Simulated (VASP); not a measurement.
# Zn3GaO4 (Amm2) in VASP: single point with PBEsol

Aim: the single point of Zn3GaO4 with PBEsol.

Program: VASP 6.6.1. These are calculated values, not measurements. Logs are shortened: lines on timing, memory, paths and dates and some standing lists are left out, and cuts for length are marked.

## Step 1: The cell of the first run

It takes space group Amm2 (No. 38, orthorhombic). The conventional cell has a = 3.281 Å, b = 7.877 Å, c = 7.840 Å, α = 90.00°, β = 90.00°, γ = 90.00°. Within 2.6 Å of Zn (site symmetry m) lie 4 O at 1.98 to 2.09 Å. Within 2.6 Å of Zn (site symmetry mm2) lie 4 O at 1.95 to 2.07 Å. Ga (site symmetry mm2) has 4 O at 1.93 Å within 2.6 Å. Within 2.6 Å of O (site symmetry mm2) lie 4 Zn at 1.95 to 2.00 Å. Within 2.6 Å of O (site symmetry mm2) lie 2 Ga at 1.93 Å and 2 Zn at 2.09 Å. Within 2.6 Å of O (site symmetry m) lie 1 Ga at 1.93 Å and 3 Zn at 1.98 to 2.07 Å.

## Step 2: Single point, PBEsol

File INCAR:

```
SYSTEM = Zn3GaO4
PREC = Accurate ; ENCUT = 520
EDIFF = 1E-7 ; ISMEAR = 0
SIGMA = 0.1 ; LREAL = Auto
LASPH = .True. ; NELM = 80
ALGO = Fast ; ISIF = 2
LWAVE = .False. ; LCHARG = .True.
GGA = PS ; LELF = .True.
LVHAR = .True. ; NBANDS = 87
```

File KPOINTS:

```
Automatic mesh
0
Gamma
  8 8 8
  0 0 0
```

File POSCAR:

```
Zn3GaO4
1.0
   -5.5567467697     -0.0131280120      3.2813152908
    5.5567467697      0.0131280120      3.2813152908
    0.0131280120      5.5567467697     -3.2813152908
Zn Ga O
6 2 8
Direct
    0.2522658073      0.4332798695      0.1855456768
    0.7522658073      0.9332798695      0.1855456768
    0.2522658073      0.0667201305      0.8189859378
    0.7522658073      0.5667201305      0.8189859378
    0.8122231033      0.5000000000      0.3122231033
    0.3122231033      0.0000000000      0.3122231033
    0.1791707565      0.5000000000      0.6791707565
    0.6791707565      0.0000000000      0.6791707565
    0.9289309538      0.7500000000      0.1789309538
    0.4289309538      0.2500000000      0.1789309538
    0.5591590437      0.7500000000      0.8091590437
    0.0591590437      0.2500000000      0.8091590437
    0.0079922641      0.6754268009      0.6834190649
    0.5079922641      0.1754268009      0.6834190649
    0.0079922641      0.3245731991      0.3325654632
    0.5079922641      0.8245731991      0.3325654632
```

Potentials or basis: VASP PAW PBE potentials, release 64 (Zn, Ga_d, O).

The run is started by

```sh
> cat potpaw_PBE.64/Zn/POTCAR potpaw_PBE.64/Ga_d/POTCAR potpaw_PBE.64/O/POTCAR > POTCAR
> mpirun -np 1 vasp_std > vasp.out
```

OUTCAR:

```text
SYSTEM = Zn3GaO4
   PREC = Accurate
   ENCUT = 520
   EDIFF = 1E-7
   ISMEAR = 0
   LREAL = Auto
   LASPH = .True.
   NELM = 80
   ISIF = 2
   GGA = PS

 ion  position               nearest neighbor table
   1  0.252  0.433  0.186-  15 1.98  16 1.98  10 2.00  12 2.09   3 2.89
   2  0.752  0.933  0.186-  16 1.98  15 1.98   9 2.00  11 2.09   4 2.89
   3  0.252  0.067  0.819-  13 1.98  14 1.98  10 2.00  12 2.09   1 2.89
   4  0.752  0.567  0.819-  14 1.98  13 1.98   9 2.00  11 2.09   2 2.89
   5  0.812  0.500  0.312-  10 1.95   9 1.95  13 2.07  15 2.07   7 2.88
   6  0.312  0.000  0.312-   9 1.95  10 1.95  14 2.07  16 2.07   8 2.88
   7  0.179  0.500  0.679-  13 1.93  15 1.93  12 1.93  11 1.93   5 2.88
   8  0.679  0.000  0.679-  14 1.93  16 1.93  11 1.93  12 1.93   6 2.88
   9  0.929  0.750  0.179-   6 1.95   5 1.95   2 2.00   4 2.00
  10  0.429  0.250  0.179-   5 1.95   6 1.95   1 2.00   3 2.00
  11  0.559  0.750  0.809-   8 1.93   7 1.93   2 2.09   4 2.09
  12  0.059  0.250  0.809-   7 1.93   8 1.93   1 2.09   3 2.09
  13  0.008  0.675  0.683-   7 1.93   3 1.98   4 1.98   5 2.07
  14  0.508  0.175  0.683-   8 1.93   4 1.98   3 1.98   6 2.07
  15  0.008  0.325  0.333-   7 1.93   1 1.98   2 1.98   5 2.07
  16  0.508  0.825  0.333-   8 1.93   2 1.98   1 1.98   6 2.07

  LATTYP: Found a body centered orthorhombic cell.
 ALAT       =     6.5626305816
 B/A-ratio  =     1.1946216893
 C/A-ratio  =     1.2002797292

  Lattice vectors:

 A1 = (  -5.5567467697,  -0.0131280120,  -3.2813152908)
 A2 = (  -0.0131280120,  -5.5567467697,   3.2813152908)
 A3 = (   0.0131280120,   5.5567467697,   3.2813152908)

Analysis of symmetry for initial positions (statically):
=====================================================================
 Subroutine PRICEL returns following result:

  LATTYP: Found a base centered orthorhombic cell.
 ALAT       =     7.8398608318
 B/A-ratio  =     1.0047362608
 C/A-ratio  =     0.4185425432

  Lattice vectors:

 A1 = (  -0.0131280120,  -5.5567467697,   0.0000000000)
 A2 = (   5.5567467697,   0.0131280120,   0.0000000000)
 A3 = (   0.0000000000,   0.0000000000,   3.2813152908)

   2 primitive cells build up your supercell.

 Routine SETGRP: Setting up the symmetry group for a
 body centered orthorhombic supercell.

 Subroutine GETGRP returns: Found  4 space group operations
 (whereof  4 operations were pure point group operations)
 out of a pool of  8 trial point group operations.

The static configuration has the point symmetry C_2v.

Analysis of symmetry for dynamics (positions and initial velocities):
=====================================================================
 Subroutine PRICEL returns following result:

  LATTYP: Found a base centered orthorhombic cell.
 ALAT       =     7.8398608318
 B/A-ratio  =     1.0047362608
 C/A-ratio  =     0.4185425432

  Lattice vectors:

 A1 = (  -0.0131280120,  -5.5567467697,   0.0000000000)
 A2 = (   5.5567467697,   0.0131280120,   0.0000000000)
 A3 = (   0.0000000000,   0.0000000000,   3.2813152908)

   2 primitive cells build up your supercell.

 Routine SETGRP: Setting up the symmetry group for a
 body centered orthorhombic supercell.

 Subroutine GETGRP returns: Found  4 space group operations
 (whereof  4 operations were pure point group operations)
 out of a pool of  8 trial point group operations.

The dynamic configuration has the point symmetry C_2v.

 Subroutine INISYM returns: Found  4 space group operations
 (whereof  4 operations are pure point group operations),
 and found     2 'primitive' translations

----------------------------------------------------------------------------------------

                                     Primitive cell

  volume of cell :     101.3180

  direct lattice vectors                    reciprocal lattice vectors
    -0.013128012 -5.556746770  0.000000000     0.000425168 -0.179962417  0.000000000
     5.556746770  0.013128012  0.000000000     0.179962417 -0.000425168  0.000000000
     0.000000000  0.000000000  3.281315291     0.000000000  0.000000000  0.304755841

  length of vectors
     5.556762277  5.556762277  3.281315291     0.179962920  0.179962920  0.304755841

  position of ions in fractional coordinates (direct lattice)
     0.814454323  0.181014062  0.500000000
     0.181014062  0.814454323  0.500000000
     0.687776897  0.687776897  0.000000000
     0.320829244  0.320829244  0.000000000
     0.821069046  0.821069046  0.500000000
     0.190840956  0.190840956  0.500000000
     0.316580935  0.667434537  0.000000000
     0.667434537  0.316580935  0.000000000

  ion indices of the primitive-cell ions
   primitive index   ion index
                 1           1
                 2           3
                 3           6
                 4           7
                 5          10
                 6          12
                 7          13
                 8          15

----------------------------------------------------------------------------------------

 KPOINTS: Automatic mesh

Automatic generation of k-mesh.
 Grid dimensions read from file:
 generate k-points for:    8    8    8

 Generating k-lattice:

  Cartesian coordinates                     Fractional coordinates (reciprocal lattice)
    -0.011274224  0.011274224  0.019047240     0.125000000  0.000000000 -0.000000000
     0.011221078  0.011221078  0.019047240     0.000000000  0.125000000  0.000000000
    -0.000053146  0.022495302  0.000000000     0.000000000  0.000000000  0.125000000

  Length of vectors
     0.024839759  0.024791582  0.022495365

  Shift w.r.t. Gamma in fractional coordinates (k-lattice)
     0.000000000  0.000000000  0.000000000

 Subroutine IBZKPT returns following result:
 ===========================================

 Found     95 irreducible k-points:

 Following reciprocal coordinates:
            Coordinates               Weight
  0.000000  0.000000  0.000000      1.000000
  0.125000  0.000000  0.000000      4.000000
  0.250000  0.000000  0.000000      4.000000
  0.375000  0.000000  0.000000      4.000000
  0.500000  0.000000  0.000000      2.000000
  0.000000  0.125000  0.000000      4.000000
[... 16 lines left out ...]
  0.125000  0.375000  0.000000      8.000000
  0.250000  0.375000  0.000000      8.000000
 [... further k-points ...]
   k-points           NKPTS =     95   k-points in BZ     NKDIM =     95   number of bands    NBANDS=     87
   number of dos      NEDOS =    301   number of ions     NIONS =     16
   total plane-waves  NPLWV = 110592
   dimension x,y,z NGX =    48 NGY =   48 NGZ =   48
   dimension x,y,z NGXF=    96 NGYF=   96 NGZF=   96
   ions per type =               6   2   8
   NGX,Y,Z   is equivalent  to a cutoff of  12.37, 12.37, 12.37 a.u.
   NGXF,Y,Z  is equivalent  to a cutoff of  24.73, 24.73, 24.73 a.u.
 SYSTEM =  Zn3GaO4
   PREC   = accura    normal or accurate (medium, high low for compatibility)
   ISTART =      0    job   : 0-new  1-cont  2-samecut
   ICHARG =      2    charge: 1-file 2-atom 10-const
   ISPIN  =      1    spin polarized calculation?
   LNONCOLLINEAR =      F non collinear calculations
   LSORBIT =      F    spin-orbit coupling
   LASPH  =      T    aspherical Exc in radial PAW
   ENCUT  =  520.0 eV  38.22 Ry    6.18 a.u.  12.00 12.00 12.00*2*pi/ulx,y,z
   NELM   =     80;   NELMIN=  2; NELMDL= -5     # of ELM steps
   EDIFF  = 0.1E-06   stopping-criterion for ELM
   LREAL  =      T    real-space projection
   EDIFFG = 0.1E-05   stopping-criterion for IOM
   NSW    =      0    number of steps for IOM
   IBRION =     -1    ionic relax: 0-MD 1-quasi-New 2-CG
   NFREE  =      0    steps in history (QN), initial steepest desc. (CG)
   ISIF   =      2    stress and relaxation
   ISYM   =      2    0-nonsym 1-usesym 2-fastsym
   POTIM  = 0.5000    time-step for ionic-motion
   TEBEG  =    0.0;   TEEND  =   0.0 temperature during run
   PSTRESS=    0.0 pullay stress
   NELECT =     146.0000    total number of electrons
   NUPDOWN=      -1.0000    fix difference up-down
   EMIN   =  10.00;   EMAX   =-10.00  energy-range for DOS
   EFERMI =   0.00;   METHOD = LEGACY
   ISMEAR =     0;   SIGMA  =   0.10  broadening in eV -4-tet -1-fermi 0-gaus
   EFERMI_NEDOS =   21; number of points for ismear=-14 and -15
   IALGO  =     68    algorithm
   IMIX   =      4    mixing-type and parameters
     AMIX     =   0.40;   BMIX     =  1.00
     AMIX_MAG =   1.60;   BMIX_MAG =  1.00
  volume/ion in A,a.u.               =      12.66        85.47
  Fermi-wavevector in a.u.,A,eV,Ry     =   1.467642  2.773442 29.306592  2.153974
  Thomas-Fermi vector in A             =   2.583235
   LORBIT       =      0    0 simple, 1 ext, 2 COOP (PROOUT), +10 PAW based schemes
   GGA     = PS    functional components
   LHFCALC =     F    Hartree Fock is set to
   AEXX    =    0.0000 exact exchange contribution
   IVDW    =     0    specifies the selected vdW correction
   LEPSILON=     F    determine dielectric tensor
   LRPA    =     F    only Hartree local field effects (RPA)
 non-spin polarized calculation
 RMM-DIIS sequential band-by-band and
 Gauss-broadening in eV      SIGMA  =   0.10
  energy-cutoff  :      520.00
  volume of cell :      202.64
 maximum number of plane-waves:      5500
   NGX = 23   NGY = 23   NGZ = 23

 number of electron     145.9999993 magnetization

 Free energy of the ion-electron system (eV)
  ---------------------------------------------------
  ext. energy  EPLUGINS =         0.00000000
  ---------------------------------------------------
  free energy    TOTEN  =       -80.17092109 eV

  energy without entropy =      -80.16173548  energy(sigma->0) =      -80.16632829

 E-fermi :   4.5325     XC(G=0): -10.9538

 val. band max:        4.5317114996   @ k =   0.1250   0.3750   0.1250
 cond. band min:       4.5411671954   @ k =   0.3750   0.1250   0.1250
 fundamental gap:      0.0094556958
 Fermi energy:         4.5324605731

 k-point     1 :       0.0000    0.0000    0.0000
  band No.  band energies     occupation
      1     -17.0105      2.00000
      2     -16.5262      2.00000
      3     -16.3489      2.00000
      4     -16.2540      2.00000
      5     -16.1257      2.00000
      6     -15.9480      2.00000
[... 77 lines left out ...]
     84       9.2203      0.00000
     85       9.3503      0.00000

 k-point     2 :       0.1250    0.0000    0.0000
  band No.  band energies     occupation
      1     -16.9879      2.00000
      2     -16.5378      2.00000
      3     -16.3509      2.00000
      4     -16.2633      2.00000
      5     -16.1195      2.00000
      6     -15.9554      2.00000
[... 1925 lines left out ...]
     84       9.1246      0.00000
     85       9.2568      0.00000

 k-point    24 :       0.2500    0.3750    0.0000
  band No.  band energies     occupation
      1     -16.7711      2.00000
      2     -16.6695      2.00000
      3     -16.3861      2.00000
      4     -16.3083      2.00000
      5     -16.0892      2.00000
      6     -16.0065      2.00000
[... 77 lines left out ...]
     84       9.1151      0.00000
     85       9.1743      0.00000

 [... further k-points ...]

 [bands above 85 left out]

------------------------ aborting loop because EDIFF is reached ----------------------------------------

  FORCE on cell =-STRESS in cart. coord.  units (eV):
  Direction    XX          YY          ZZ          XY          YZ          ZX
  --------------------------------------------------------------------------------------
  -------------------------------------------------------------------------------------
  Total        0.8133419      0.8133419      0.9832449      0.0590874     -0.0000000      0.0000000
  in kB        6.4308290      6.4308290      7.7741973      0.4671845     -0.0000000      0.0000000
  external PRESSURE =       6.8786184 kB  Pullay stress =       0.0000000 kB

 VOLUME and BASIS-vectors are now :
 -----------------------------------------------------------------------------
  energy-cutoff  :      520.00
  volume of cell :      202.64
      direct lattice vectors                 reciprocal lattice vectors
    -5.556746770 -0.013128012  3.281315291    -0.090193793  0.090193793  0.152377920
     5.556746770  0.013128012  3.281315291     0.089768625  0.089768625  0.152377920
     0.013128012  5.556746770 -3.281315291    -0.000425168  0.179962417  0.000000000

 POSITION                                       TOTAL-FORCE (eV/Angst)
 -----------------------------------------------------------------------------------
      1.00829      1.03341      1.64066         0.009588     -0.012378     -0.000000
      1.00829      1.03341      4.92197         0.009588     -0.012378     -0.000000
     -1.02028      4.54846     -1.64066         0.012378     -0.009588     -0.000000
     -1.02028      4.54846      1.64066         0.012378     -0.009588     -0.000000
     -1.73085      1.73085      3.28132        -0.006316      0.006316     -0.000000
     -1.73085      1.73085      0.00000        -0.006316      0.006316     -0.000000
[... 8 lines left out ...]
      1.76353      1.85214      0.00000         0.001851      0.015296      0.000000
      1.76353      1.85214      3.28132         0.001851      0.015296      0.000000
 -----------------------------------------------------------------------------------
    total drift:                               -0.020008      0.019978      0.000003

  FREE ENERGIE OF THE ION-ELECTRON SYSTEM (eV)
  ---------------------------------------------------
  free  energy   TOTEN  =       -80.1709210887 eV

  energy  without entropy=      -80.1617354821  energy(sigma->0) =      -80.16632829
```

Wall time 1.7 h (1 thread of Oxide Virtual Turin-like, shared host); peak memory 0.98 GiB.

What came out:

| Property | Result |
| --- | --- |
| Free energy | -80.1709 eV |
| Pressure | 0.7 GPa |
| Largest force | 0.020 eV/Å |
| Band gap on the k mesh | zero (bands 73 and 74 overlap by 0.59 eV) |

Forces on the atoms (eV/Å):
```
Zn   0.010 -0.012  0.000
Zn   0.010 -0.012  0.000
Zn   0.012 -0.010  0.000
Zn   0.012 -0.010  0.000
Zn  -0.006  0.006  0.000
Zn  -0.006  0.006  0.000
Ga  -0.014  0.014  0.000
Ga  -0.014  0.014  0.000
O    0.002 -0.002  0.000
O    0.002 -0.002  0.000
O    0.010 -0.010  0.000
O    0.010 -0.010  0.000
O   -0.015 -0.002  0.000
O   -0.015 -0.002  0.000
O    0.002  0.015  0.000
O    0.002  0.015  0.000
```

Stress tensor (GPa, compression positive):
```
0.64 0.05 0.00
0.05 0.64 0.00
0.00 0.00 0.78
```

Levels at points of the mesh, in eV from the Fermi level:
```
           k point  band 71  band 72  band 73  band 74  band 75  band 76
(0.00, 0.00, 0.00)    -3.48    -3.37    -3.07     0.89     1.47     1.59
(0.50, 0.00, 0.00)    -3.93    -3.93    -0.19    -0.19     1.91     1.91
(0.00, 0.50, 0.00)    -3.96    -3.96    -0.21    -0.21     2.01     2.01
(0.50, 0.50, 0.00)    -3.75    -3.57    -0.95    -0.23     1.80     1.94
(0.50, 0.50, 0.50)    -4.10    -3.96    -0.17     0.72     1.06     1.08
```

Caveat: the PAW data sets were made with another functional, which shifts forces and pressure a little.
